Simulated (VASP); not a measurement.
Input of a VASP 6.6.1 run:

File INCAR:

```
SYSTEM = DyC3
PREC     = Accurate       ! precision mode
ENCUT    = 600            ! plane-wave cutoff, eV
EDIFF    = 1E-6           ! SCF threshold, eV
ISMEAR   = 0              ! smearing method
SIGMA    = 0.1            ! smearing width, eV
LREAL    = .False.        ! projectors in reciprocal space
LASPH    = .True.         ! aspherical terms in the spheres
NELM     = 200            ! most SCF steps
ALGO     = Normal         ! electronic algorithm
ISIF     = 2              ! what is computed and relaxed
LWAVE    = .False.        ! write WAVECAR
LCHARG   = .False.        ! write CHGCAR
GGA      = PE             ! functional
NBANDS   = 31             ! bands
GGA_COMPAT= .False.      
LMAXMIX  = 6              ! l up to which the mixer works
```

File KPOINTS:

```
regular mesh
0
Gamma
  4 4 4
  0 0 0
```

Contents of POSCAR:

```
DyC3
1.0
    2.2563238424     -3.3934023586      0.0000000000
    2.2563238424      3.3934023586      0.0000000000
    0.0000000000      0.0000000000      6.7694228765
Dy C
2 6
Direct
    0.8382452800      0.1617547200      0.1798492327
    0.1617547200      0.8382452800      0.6798492327
    0.1621623057      0.8378376943      0.3012722609
    0.8378376943      0.1621623057      0.8012722609
    0.3516043408      0.6483956592      0.3513757187
    0.6483956592      0.3516043408      0.8513757187
    0.4596776942      0.5403223058      0.8975028176
    0.5403223058      0.4596776942      0.3975028176
```

Potentials or basis: VASP PAW PBE potentials, release 64 (Dy_3, C), 4f in core.

Command:

```bash
$ cat potpaw_PBE.64/Dy_3/POTCAR potpaw_PBE.64/C/POTCAR > POTCAR
$ mpirun -np 1 vasp_std > vasp.out
```

Q: What does it give for the largest force?

A: 0.046 eV/Å.

Q: Estimate the band gap on the k mesh.

A: Zero (bands 21 and 22 overlap by 2.80 eV).

Stress tensor (GPa, compression positive):
```
-0.12  0.00  0.00
 0.00  0.45  0.00
 0.00  0.00  0.28
```

Caveat: the k points lie up to 0.42 Å⁻¹ apart, too coarse for converged energies and pressures of a metal; spin-orbit coupling is left out, which moves the levels of the heavy elements; the 4f electrons are frozen in the core, so they carry no moment and show no levels. Spin polarisation is off, so any magnetic state and its effect on volume and gap are missing.
